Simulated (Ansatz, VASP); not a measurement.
PbS2 in VASP and in Ansatz

```
CELL_PARAMETERS angstrom
3.76353 0.00000 0.00000
-1.88177 3.25932 0.00000
0.00000 0.00000 29.68554
ATOMIC_POSITIONS crystal
Pb 0.00000 0.00000 0.28614
S 0.33333 0.66667 0.22943
S 0.33333 0.66667 0.34284
```

Change from the starting cell: species swapped into a sheet of the WS2 type.

Alike in both runs: functional PBE; k mesh 6 × 6 × 1; occupations gaussian, width 0.1 eV; no spin polarisation.

Ansatz relaxed the structure, and its values are those at the end. VASP's run is a single point on that final structure, the one shown.

|  | VASP | Ansatz |
| --- | --- | --- |
| version | VASP 6.6.1 | Ansatz 0.2.0 |
| potentials or method | VASP PAW PBE potentials, release 64 (Pb_d, S), cutoff 520 eV | scalar-relativistic, plane waves, PAW |
| valence electrons in the cell | 26 | 26 |

|  | VASP | Ansatz | Ansatz less VASP |
| --- | --- | --- | --- |
| gap on the k mesh at the Fermi level (eV) | 0.13 | 0.14 | +0.007 |
| least direct gap on the mesh (eV) | 0.31 | 0.31 | +0.002 |

Ansatz's warnings: slab cell height set, structure snapped to symmetry.

Neither program's run includes spin-orbit coupling.
